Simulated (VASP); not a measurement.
# KTaO3 (Pm-3m) in VASP: settings compared, part 3 of 3

VASP 6.6.1.

## Step 5: Single point, PBE

This run uses another cell than the first one, of 13.45 Å³/atom, 1.060 times its volume.

File INCAR:

```
PREC = Accurate
ENCUT = 600
EDIFF = 1E-6
ISMEAR = -1
SIGMA = 0.05
LREAL = False
LASPH = True
NELM = 120
ALGO = Normal
ISIF = 2
LWAVE = False
LCHARG = False
GGA = PE
NBANDS = 28
GGA_COMPAT = False
```

File KPOINTS:

```
regular mesh
0
Gamma
  7 7 7
```

File POSCAR:

```
KTaO3
1.0
    4.0665218197      0.0000000000      0.0000000000
    0.0000000000      4.0665218197      0.0000000000
    0.0000000000      0.0000000000      4.0665218197
Ta K O
1 1 3
Direct
    0.0000000000      0.0000000000      0.0000000000
    0.5000000000      0.5000000000      0.5000000000
    0.0000000000      0.0000000000      0.5000000000
    0.0000000000      0.5000000000      0.0000000000
    0.5000000000      0.0000000000      0.0000000000
```

Potentials or basis: VASP PAW PBE potentials, release 64 (Ta_sv_GW, K_sv, O).

Started as:

```console
$ cat potpaw_PBE.64/Ta_sv_GW/POTCAR potpaw_PBE.64/K_sv/POTCAR potpaw_PBE.64/O/POTCAR > POTCAR
$ mpirun -np 1 vasp_std > vasp.out
```

OUTCAR:

```text
PREC = Accurate
   ENCUT = 600
   EDIFF = 1E-6
   ISMEAR = -1
   LREAL = False
   LASPH = True
   NELM = 120
   ISIF = 2
   GGA = PE

 ion  position               nearest neighbor table
   1  0.000  0.000  0.000-   3 2.03   4 2.03   5 2.03   3 2.03   4 2.03   5 2.03   2 3.52   2 3.52
                             2 3.52   2 3.52   2 3.52   2 3.52   2 3.52   2 3.52
   2  0.500  0.500  0.500-   3 2.88   4 2.88   5 2.88   4 2.88   5 2.88   3 2.88   5 2.88   5 2.88
                             3 2.88   4 2.88   4 2.88   3 2.88   1 3.52   1 3.52   1 3.52   1 3.52
   3  0.000  0.000  0.500-   1 2.03   1 2.03   2 2.88   2 2.88   2 2.88   2 2.88
   4  0.000  0.500  0.000-   1 2.03   1 2.03   2 2.88   2 2.88   2 2.88   2 2.88
[... 817 lines left out ...]
  -------------------------------------------------------------------------------------
  Total       -2.2737960     -2.2737960     -2.2737960      0.0000000      0.0000000     -0.0000000
  in kB      -54.1742320    -54.1742320    -54.1742320      0.0000000      0.0000000     -0.0000000
  external PRESSURE =     -54.1742320 kB  Pullay stress =       0.0000000 kB

 VOLUME and BASIS-vectors are now :
 -----------------------------------------------------------------------------
  energy-cutoff  :      600.00
  volume of cell :       67.25
      direct lattice vectors                 reciprocal lattice vectors
     4.066521820  0.000000000  0.000000000     0.245910398  0.000000000  0.000000000
     0.000000000  4.066521820  0.000000000     0.000000000  0.245910398  0.000000000
     0.000000000  0.000000000  4.066521820     0.000000000  0.000000000  0.245910398

 POSITION                                       TOTAL-FORCE (eV/Angst)
 -----------------------------------------------------------------------------------
      0.00000      0.00000      0.00000         0.000000      0.000000      0.000000
      2.03326      2.03326      2.03326         0.000000      0.000000      0.000000
      0.00000      0.00000      2.03326         0.000000      0.000000      0.000000
      0.00000      2.03326      0.00000         0.000000      0.000000      0.000000
      2.03326      0.00000      0.00000         0.000000      0.000000      0.000000
 -----------------------------------------------------------------------------------
    total drift:                                0.000000      0.000000     -0.000000

  FREE ENERGIE OF THE ION-ELECTRON SYSTEM (eV)
  ---------------------------------------------------
  free  energy   TOTEN  =       -43.6085152609 eV

  energy  without entropy=      -43.6085152608  energy(sigma->0) =      -43.60851526
```

stdout:

```text
POSCAR found type information on POSCAR TaK O
 POSCAR found :  3 types and       5 ions
 scaLAPACK will be used
 LDA part: xc-table for (Slater+PW92), standard interpolation
 POSCAR, INCAR and KPOINTS ok, starting setup
 FFT: planning ... GRIDC
 FFT: planning ... GRID_SOFT
 FFT: planning ... GRID
 WAVECAR not read
 entering main loop
```

It took 45 s on 1 thread of Intel Xeon 6975P-C (Granite Rapids), shared host; peak memory 0.21 GiB.

What came out:

| Item | Value |
| --- | --- |
| Free energy | -43.6085 eV |
| Pressure | -5.4 GPa |
| Band gap on the k mesh | 2.13 eV, indirect (least direct gap 2.71 eV) |

Caveat: spin-orbit coupling is left out, which moves the levels of the heavy elements.

## Step 6: Single point, PBE

This run uses another cell than the first one, of 11.93 Å³/atom, 0.940 times its volume.

File INCAR:

```
SYSTEM = KTaO3
ALGO = Normal
EDIFF = 1E-6
ENCUT = 520
GGA = PE
ISIF = 2
ISMEAR = -1
LASPH = .True.
LCHARG = .False.
LREAL = .False.
LWAVE = .False.
NBANDS = 27
NELM = 100
PREC = Accurate
SIGMA = 0.05
```

File KPOINTS:

```
k-points
0
Gamma
  7 7 7
  0 0 0
```

POSCAR: that of step 5 with these lines changed.

```diff
@@ -2,5 +2,5 @@
 1.0
-    4.0665218197      0.0000000000      0.0000000000
-    0.0000000000      4.0665218197      0.0000000000
-    0.0000000000      0.0000000000      4.0665218197
+    3.9068832774      0.0000000000      0.0000000000
+    0.0000000000      3.9068832774      0.0000000000
+    0.0000000000      0.0000000000      3.9068832774
 Ta K O
```

Potentials or basis: VASP PAW PBE potentials, release 64 (Ta_pv, K_sv, O).

Started as:

```console
$ cat potpaw_PBE.64/Ta_pv/POTCAR potpaw_PBE.64/K_sv/POTCAR potpaw_PBE.64/O/POTCAR > POTCAR
$ mpirun -np 1 vasp_std > vasp.out
```

It took 27 s on 1 thread of Intel Xeon Platinum 8259CL at 2.50GHz (Skylake/Cascade Lake), shared host; peak memory 0.18 GiB.

Results (log left out):

- Free energy: -40.7088 eV
- Pressure: 21.4 GPa
- Band gap on the k mesh: 2.37 eV, indirect (least direct gap 2.89 eV)

Levels at points of the mesh, in eV from the valence-band top:
| k point | band 17 | band 18 | band 19 | band 20 | band 21 | band 22 |
| --- | --- | --- | --- | --- | --- | --- |
| (0.00, 0.00, 0.00) | -0.52 | -0.52 | -0.52 | 2.37 | 2.37 | 2.37 |

Caveat: spin-orbit coupling is left out, which moves the levels of the heavy elements. A k mesh can miss the band edges.

## Step 7: Overview

| task | level | potentials or basis | cell | cutoff (eV) | second run | gap on the mesh (eV) | pressure (GPa) | relaxed volume (Å³/atom) |
| --- | --- | --- | --- | --- | --- | --- | --- | --- |
| relaxation of cell and atoms | BLYP+D3(BJ) | VASP PAW PBE potentials, release 64 (Ta_pv, K_sv, O) | relaxed from a = 3.988 Å, 5 atoms | 600 | - | 2.23 | 0.0 | 12.97 |
| relaxation of cell and atoms | BLYP+D4 | VASP PAW PBE potentials, release 64 (Ta_pv, K_sv, O) | relaxed from a = 3.988 Å, 5 atoms | 600 | - | 2.19 | -0.1 | 13.17 |
| single point | r2SCAN | VASP PAW PBE potentials, release 64 (Ta_sv_GW, K_sv, O) | a = 4.067 Å, 5 atoms | 660 | valence_matched | 2.52 | -10.6 | - |
| single point | PBE | VASP PAW PBE potentials, release 64 (Ta_sv_GW, K_sv, O) | a = 4.067 Å, 5 atoms | 600 | valence_matched | 2.13 | -5.4 | - |
| single point | PBE | VASP PAW PBE potentials, release 64 (Ta_pv, K_sv, O) | a = 3.907 Å, 5 atoms | 520 | - | 2.37 | 21.4 | - |

Alike in all rows: no spin polarisation; k mesh 7 × 7 × 7; smearing fermi-dirac 0.05 eV.

Caveats: spin-orbit coupling is left out, which moves the levels of the heavy elements; the PAW data sets were made with another functional, which shifts forces and pressure a little (some runs).

Total energies depend on the potentials used, so only differences within one code and one set of settings carry meaning.
